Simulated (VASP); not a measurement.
# Fe2O3 (Hematite) (R-3c) in VASP: single point with PBE+U

Aim: the single point of Fe2O3 (Hematite) with PBE+U.

Program: VASP 6.6.1. These are calculated values, not measurements. Logs are shortened: lines on timing, memory, paths and dates and some standing lists are left out, and cuts for length are marked.

## 1. The cell of the first run

It takes space group R-3c (No. 167, trigonal). Conventional cell: a = 5.104 Å, b = 5.104 Å, c = 13.942 Å, α = 90.00°, β = 90.00°, γ = 120.00°. Within 2.6 Å of Fe (site symmetry 3) lie 6 O at 1.97 to 2.14 Å. O (site symmetry 2) has 4 Fe at 1.97 to 2.14 Å within 2.6 Å.

## 2. Single point, PBE+U, collinear spin, antiferromagnetic start

Input file INCAR:

```
SYSTEM = Fe2O3
ALGO = Normal
EDIFF = 1E-6
ENCUT = 520
GGA = PE
ISIF = 2
ISMEAR = 0
ISPIN = 2
LASPH = .TRUE.
LCHARG = .TRUE.
LDAU = .TRUE.
LDAUJ = 0 0
LDAUL = 2 -1
LDAUPRINT = 1
LDAUTYPE = 2
LDAUU = 4 0
LELF = .TRUE.
LMAXMIX = 4
LORBIT = 11
LREAL = .FALSE.
LVHAR = .TRUE.
LWAVE = .FALSE.
MAGMOM = 4.19 -4.19 4.19 -4.19 0 0 0 0 0 0
NBANDS = 49
NELM = 150
PREC = Accurate
SIGMA = 0.05
```

Input file KPOINTS:

```
k-points
0
G
  4 4 4
  0 0 0
```

Input file POSCAR:

```
Fe2O3
1.0
    2.5520436017      1.4734230604      4.6474544208
   -2.5520436017      1.4734230604      4.6474544208
    0.0000000000     -2.9468461208      4.6474544208
Fe O
4 6
Direct
    0.3553279774      0.3553279774      0.3553279774
    0.1446720235      0.1446720235      0.1446720235
    0.6446720226      0.6446720226      0.6446720226
    0.8553279765      0.8553279765      0.8553279765
    0.5555685575      0.9444314413      0.2500000012
    0.2500000012      0.5555685575      0.9444314413
    0.9444314413      0.2500000012      0.5555685575
    0.4444314425      0.0555685587      0.7499999988
    0.7499999988      0.4444314425      0.0555685587
    0.0555685587      0.7499999988      0.4444314425
```

Potentials or basis: VASP PAW PBE potentials, release 64 (Fe, O).

Command:

```
$ cat potpaw_PBE.64/Fe/POTCAR potpaw_PBE.64/O/POTCAR > POTCAR
$ mpirun -np 1 vasp_std > vasp.out
```

OUTCAR:

```text
SYSTEM = Fe2O3
   EDIFF = 1E-6
   ENCUT = 520
   GGA = PE
   ISIF = 2
   ISMEAR = 0
   ISPIN = 2
   LASPH = .TRUE.
   LORBIT = 11
   LREAL = .FALSE.
   NELM = 150
   PREC = Accurate

 ion  position               nearest neighbor table
   1  0.355  0.355  0.355-   9 1.97   8 1.97  10 1.97   7 2.14   6 2.14   5 2.14   2 2.94   3 3.01
                             3 3.01   3 3.01
   2  0.145  0.145  0.145-  10 1.97   8 1.97   9 1.97   7 2.14   6 2.14   5 2.14   1 2.94   4 3.01
                             4 3.01   4 3.01
   3  0.645  0.645  0.645-   6 1.97   5 1.97   7 1.97  10 2.14   9 2.14   8 2.14   4 2.94   1 3.01
                             1 3.01   1 3.01
   4  0.855  0.855  0.855-   7 1.97   5 1.97   6 1.97   9 2.14  10 2.14   8 2.14   3 2.94   2 3.01
                             2 3.01   2 3.01
   5  0.556  0.944  0.250-   3 1.97   4 1.97   2 2.14   1 2.14
   6  0.250  0.556  0.944-   3 1.97   4 1.97   2 2.14   1 2.14
   7  0.944  0.250  0.556-   3 1.97   4 1.97   2 2.14   1 2.14
   8  0.444  0.056  0.750-   1 1.97   2 1.97   4 2.14   3 2.14
   9  0.750  0.444  0.056-   1 1.97   2 1.97   4 2.14   3 2.14
  10  0.056  0.750  0.444-   1 1.97   2 1.97   4 2.14   3 2.14

  LATTYP: Found a trigonal (rhomboedric) cell.
 ALAT       =     5.5029750729
 COS(alpha) =     0.5698587582

  Lattice vectors:

 A1 = (   2.5520436017,   1.4734230604,   4.6474544208)
 A2 = (  -2.5520436017,   1.4734230604,   4.6474544208)
 A3 = (   0.0000000000,  -2.9468461208,   4.6474544208)

Analysis of symmetry for initial positions (statically):
=====================================================================
 Subroutine PRICEL returns:
 Original cell was already a primitive cell.

 Routine SETGRP: Setting up the symmetry group for a
 trigonal (rhombohedral) supercell.

 Subroutine GETGRP returns: Found 12 space group operations
 (whereof  6 operations were pure point group operations)
 out of a pool of 12 trial point group operations.

The static configuration has the point symmetry S_6 .
 The point group associated with its full space group is D_3d.

Analysis of symmetry for dynamics (positions and initial velocities):
=====================================================================
 Subroutine PRICEL returns:
 Original cell was already a primitive cell.

 Routine SETGRP: Setting up the symmetry group for a
 trigonal (rhombohedral) supercell.

 Subroutine GETGRP returns: Found 12 space group operations
 (whereof  6 operations were pure point group operations)
 out of a pool of 12 trial point group operations.

The dynamic configuration has the point symmetry S_6 .
 The point group associated with its full space group is D_3d.

[... 308 lines left out ...]
 fundamental gap:      2.1820038450
 Fermi energy:         3.2215082746

 spin component 1

 k-point     1 :       0.0000    0.0000    0.0000
  band No.  band energies     occupation
      1     -15.2234      1.00000
      2     -13.7773      1.00000
      3     -13.7416      1.00000
      4     -13.7416      1.00000
      5     -13.6948      1.00000
      6     -13.6948      1.00000
[... 626 lines left out ...]
     45      10.4709      0.00000
     46      10.6602      0.00000
 Fermi energy:         3.2215082746

 spin component 2

 k-point     1 :       0.0000    0.0000    0.0000
  band No.  band energies     occupation
      1     -15.2234      1.00000
      2     -13.7773      1.00000
      3     -13.7416      1.00000
      4     -13.7416      1.00000
      5     -13.6948      1.00000
      6     -13.6948      1.00000
[... 626 lines left out ...]
     45      10.4709      0.00000
     46      10.6602      0.00000
 [bands above 46 left out]

------------------------ aborting loop because EDIFF is reached ----------------------------------------

  FORCE on cell =-STRESS in cart. coord.  units (eV):
  Direction    XX          YY          ZZ          XY          YZ          ZX
  --------------------------------------------------------------------------------------
  -------------------------------------------------------------------------------------
  Total       -2.3420452     -2.3420452     -2.1065889      0.0000000      0.0000000      0.0000000
  in kB      -35.7868868    -35.7868868    -32.1890705      0.0000000      0.0000000      0.0000000
  external PRESSURE =     -34.5876147 kB  Pullay stress =       0.0000000 kB

 VOLUME and BASIS-vectors are now :
 -----------------------------------------------------------------------------
  energy-cutoff  :      520.00
  volume of cell :      104.85
      direct lattice vectors                 reciprocal lattice vectors
     2.552043602  1.473423060  4.647454421     0.195921418  0.113115283  0.071723852
    -2.552043602  1.473423060  4.647454421    -0.195921418  0.113115283  0.071723852
     0.000000000 -2.946846121  4.647454421     0.000000000 -0.226230566  0.071723852

 POSITION                                       TOTAL-FORCE (eV/Angst)
 -----------------------------------------------------------------------------------
      0.00000      0.00000      4.95411         0.000000      0.000000     -0.129169
      0.00000      0.00000      2.01707         0.000000      0.000000      0.129169
      0.00000      0.00000      8.98825         0.000000     -0.000000      0.129169
      0.00000      0.00000     11.92529         0.000000     -0.000000     -0.129169
     -0.99240      1.47342      8.13305         0.019825     -0.000000      0.000000
     -0.77982     -1.59615      8.13305        -0.009913      0.017169     -0.000000
      1.77222      0.12273      8.13305        -0.009913     -0.017169     -0.000000
      0.99240     -1.47342      5.80932        -0.019825     -0.000000      0.000000
      0.77982      1.59615      5.80932         0.009913     -0.017169     -0.000000
     -1.77222     -0.12273      5.80932         0.009913      0.017169     -0.000000
 -----------------------------------------------------------------------------------
    total drift:                               -0.000000     -0.000000     -0.000045

  FREE ENERGIE OF THE ION-ELECTRON SYSTEM (eV)
  ---------------------------------------------------
  free  energy   TOTEN  =       -68.6053887331 eV

  energy  without entropy=      -68.6053887331  energy(sigma->0) =      -68.60538873

 total charge

# of ion       s       p       d       tot
------------------------------------------
    1        0.366   0.510   5.810   6.687
    2        0.366   0.510   5.810   6.687
    3        0.366   0.510   5.810   6.687
    4        0.366   0.510   5.810   6.687
    5        1.563   3.453   0.000   5.016
    6        1.563   3.453   0.000   5.016
    7        1.563   3.453   0.000   5.016
    8        1.563   3.453   0.000   5.016
    9        1.563   3.453   0.000   5.016
   10        1.563   3.453   0.000   5.016
--------------------------------------------------
tot         10.844  22.757  23.242  56.843

 magnetization (x)

# of ion       s       p       d       tot
------------------------------------------
    1        0.013   0.016   4.136   4.164
    2       -0.013  -0.016  -4.136  -4.164
    3        0.013   0.016   4.136   4.164
    4       -0.013  -0.016  -4.136  -4.164
    5        0.000   0.000   0.000   0.000
    6        0.000   0.000   0.000   0.000
    7        0.000   0.000   0.000   0.000
    8        0.000   0.000   0.000   0.000
    9        0.000   0.000   0.000   0.000
   10        0.000   0.000   0.000   0.000
--------------------------------------------------
tot          0.000   0.000   0.000   0.000
```

OSZICAR:

```text
N       E                     dE             d eps       ncg     rms          rms(c)
DAV:   1     0.818348308513E+03    0.81835E+03   -0.30827E+04  2548   0.162E+03
DAV:   2     0.616820337808E+02   -0.75667E+03   -0.68695E+03  2665   0.426E+02
DAV:   3    -0.837642333927E+02   -0.14545E+03   -0.13792E+03  3070   0.208E+02
DAV:   4    -0.925571793603E+02   -0.87929E+01   -0.87377E+01  3007   0.573E+01
DAV:   5    -0.928586404131E+02   -0.30146E+00   -0.30107E+00  3472   0.102E+01    0.486E+01
DAV:   6    -0.681908702314E+02    0.24668E+02   -0.13570E+02  4142   0.145E+02    0.637E+01
DAV:   7    -0.685269598986E+02   -0.33609E+00   -0.24466E+01  3443   0.582E+01    0.301E+01
DAV:   8    -0.686434093562E+02   -0.11645E+00   -0.37895E+00  3256   0.138E+01    0.238E+01
DAV:   9    -0.685669097652E+02    0.76500E-01   -0.81513E-01  3150   0.225E+01    0.671E+00
DAV:  10    -0.686490567584E+02   -0.82147E-01   -0.47810E-01  2890   0.115E+01    0.487E+00
DAV:  11    -0.686020007342E+02    0.47056E-01   -0.13188E-01  3016   0.857E+00    0.942E-01
DAV:  12    -0.686037190628E+02   -0.17183E-02   -0.57559E-02  4008   0.247E+00    0.384E-01
DAV:  13    -0.686052016734E+02   -0.14826E-02   -0.83103E-03  3608   0.637E-01    0.159E-01
DAV:  14    -0.686053590279E+02   -0.15735E-03   -0.82590E-04  3616   0.285E-01    0.116E-01
DAV:  15    -0.686053855964E+02   -0.26568E-04   -0.14335E-04  3400   0.170E-01    0.746E-02
DAV:  16    -0.686053907518E+02   -0.51555E-05   -0.60520E-05  3320   0.554E-02    0.166E-02
DAV:  17    -0.686053888904E+02    0.18614E-05   -0.64425E-06  2880   0.274E-02    0.286E-02
DAV:  18    -0.686053887331E+02    0.15730E-06   -0.49386E-07  1576   0.101E-02
   1 F= -.68605389E+02 E0= -.68605389E+02  d E =-.412394E-12  mag=     0.0000
```

stdout:

```text
POSCAR found type information on POSCAR FeO
 POSCAR found :  2 types and      10 ions
 scaLAPACK will be used
 LDA part: xc-table for (Slater+PW92), standard interpolation
 POSCAR, INCAR and KPOINTS ok, starting setup
 FFT: planning ... GRIDC
 FFT: planning ... GRID_SOFT
 FFT: planning ... GRID
 WAVECAR not read
 entering main loop
```

Wall time 5.5 min (1 thread of AMD EPYC 7R43 (Zen 3), shared host); peak memory 0.33 GiB.

What came out:

* Free energy: -68.6054 eV
* Pressure: -3.5 GPa
* Largest force: 0.129 eV/Å
* Band gap on the k mesh: 2.18 eV, indirect (least direct gap 2.23 eV)
* Net moment: 0.00 μB per cell
* Site moments: Fe +4.16, -4.16; O +0.00 μB
* Valence electrons inside the program's atomic spheres: Fe 6.69; O 5.02

Forces on the atoms (eV/Å):
```
Fe   0.000  0.000 -0.129
Fe   0.000  0.000  0.129
Fe   0.000  0.000  0.129
Fe   0.000  0.000 -0.129
O    0.020  0.000  0.000
O   -0.010  0.017  0.000
O   -0.010 -0.017  0.000
O   -0.020  0.000  0.000
O    0.010 -0.017  0.000
O    0.010  0.017  0.000
```

Eigenvalues of the final occupation matrices:
| site | spin | trace | eigenvalues |
| --- | --- | --- | --- |
| site 1 d | 1 | 4.99 | 0.98 0.98 0.98 1.03 1.03 |
| site 1 d | 2 | 0.85 | 0.09 0.09 0.09 0.29 0.29 |
| site 2 d | 1 | 0.85 | 0.09 0.09 0.09 0.29 0.29 |
| site 2 d | 2 | 4.99 | 0.98 0.98 0.98 1.03 1.03 |
| site 3 d | 1 | 4.99 | 0.98 0.98 0.98 1.03 1.03 |
| site 3 d | 2 | 0.85 | 0.09 0.09 0.09 0.29 0.29 |
| site 4 d | 1 | 0.85 | 0.09 0.09 0.09 0.29 0.29 |
| site 4 d | 2 | 4.99 | 0.98 0.98 0.98 1.03 1.03 |

A k mesh can miss the band edges. The state reached can hang on the start; a lower one may exist.
